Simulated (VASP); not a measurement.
Wanted: the native input for a VASP 6.6.1 run.

```yaml
Task: single point
Functional: PBE
Dispersion: D3(BJ)
Potentials_or_basis: VASP PAW PBE potentials, release 64 (O, H, Mg, Cl)
Cutoff: 520 eV
k_mesh: 1 × 1 × 1
Occupations: fermi-dirac, width 0.02 eV
Spin: no spin polarisation
Dipole_correction: no
Further_INCAR_settings: ALGO = Normal; EDIFF = 1e-06; NBANDS = 48
```

The structure of MgH12Cl2O6 lies in POSCAR:

```
MgH12Cl2O6
1.0
    6.3561040000      0.0000000000      0.0000000000
    0.0000000000      6.7658740000      0.0000000000
    0.0000000000      0.0000000000      6.4278100000
O H Mg Cl
6 12 1 2
Direct
    0.0733940162     -0.0471631603      0.8036485210
    0.7191354956      0.8475327799      0.5378503721
    0.2377242411      0.6331332803      0.0716729337
    0.5154258017      0.3733590073      0.8669360171
    0.6595707056      0.9767548139      0.9718706682
    0.0254086466      0.0947697223      0.2077223813
    0.1934203720      0.0459364156      0.7528536158
   -0.0169915407     -0.0906608666      0.6925531402
    0.6800077532      0.9860071293      0.4972611200
    0.7064547717      0.7777117930      0.4020965150
    0.2255469703      0.5176714790      0.1762964369
    0.3377698036      0.5466699498     -0.0364043119
    0.6208992175      0.4573392883      0.9425138578
    0.5047431571      0.3975835199      0.7080483088
    0.6061260168      1.0953795474      0.9002755215
    0.5610197693      0.8788664997      0.9535907253
    0.1532385247      0.1572745812      0.2915145283
   -0.0464120788      0.2116208490      0.1984968442
    0.9507553684      0.8357974151      1.0481485918
    0.8120225849      0.5284165800      0.1928650660
    0.3627379288      0.2724703416      0.4548516524
```

One way to write it, as run:

INCAR

```
ALGO = Normal
EDIFF = 1E-6
ENCUT = 520
GGA = PE
GGA_COMPAT = False
ISIF = 2
ISMEAR = -1
IVDW = 12
LASPH = True
LCHARG = False
LREAL = False
LWAVE = False
NBANDS = 48
NELM = 120
PREC = Accurate
SIGMA = 0.02
```

KPOINTS

```
k-points
0
Gamma
  1 1 1
```

Potentials or basis: VASP PAW PBE potentials, release 64 (O, H, Mg, Cl).

Command:

```bash
$ cat potpaw_PBE.64/O/POTCAR potpaw_PBE.64/H/POTCAR potpaw_PBE.64/Mg/POTCAR potpaw_PBE.64/Cl/POTCAR > POTCAR
$ mpirun -np 1 vasp_gam > vasp.out
```

It gave:

The pressure is -1.7 GPa, the largest force is 4.040 eV/Å and the dispersion energy per atom is -0.050 eV.

Caveat: the k points lie up to 0.99 Å⁻¹ apart, too coarse for converged energies, forces and pressures; the atoms stand as in a frame of molecular dynamics.

It took 52 s on 1 thread of Intel Xeon 8259CL, with other jobs on the host, peak memory 0.32 GiB.
